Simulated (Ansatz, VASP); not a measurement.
**One calculation of Cd, two programs**

```
Cd
1.0
    -3.43475    3.43475    3.55987
     3.43475   -3.43475    3.55987
     3.43475    3.43475   -3.55987
Cd
4
Direct
  0.87500 0.32927 0.95427
  0.37500 0.92073 0.04573
  0.67073 0.62500 0.54573
  0.07927 0.12500 0.45427
```

Alike in both runs: task single point; functional PBEsol; k mesh 10 × 10 × 10; occupations gaussian, width 0.1 eV; no spin polarisation.

|  | VASP | Ansatz |
| --- | --- | --- |
| version | VASP 6.6.1 | Ansatz 0.2.0 |
| potentials or method | VASP PAW PBE potentials, release 64 (Cd), cutoff 520 eV | scalar-relativistic, plane waves, PAW |
| valence electrons in the cell | 48 | 80 |

|  | VASP | Ansatz | Ansatz less VASP |
| --- | --- | --- | --- |
| gap on the k mesh at the Fermi level (eV) | none | none | - |
| pressure (GPa) | -3.5 | -3.6 | -0.02 |
| traceless stress, the component that is largest in VASP (GPa) | -0.23 | -0.23 | -0.002 |
| rms of the force components (eV/Å) | 0.063 | 0.064 | +0.0008 |

VASP's potentials were made for PBE, not for PBEsol. Atom by atom the forces differ by 0.001 eV/Å (rms over components). A gap of «none» marks a metal or a gap that the smearing closes. VASP's potentials hold 48 valence electrons a cell and Ansatz's 80, so a difference there can come from the potentials and not from the codes.
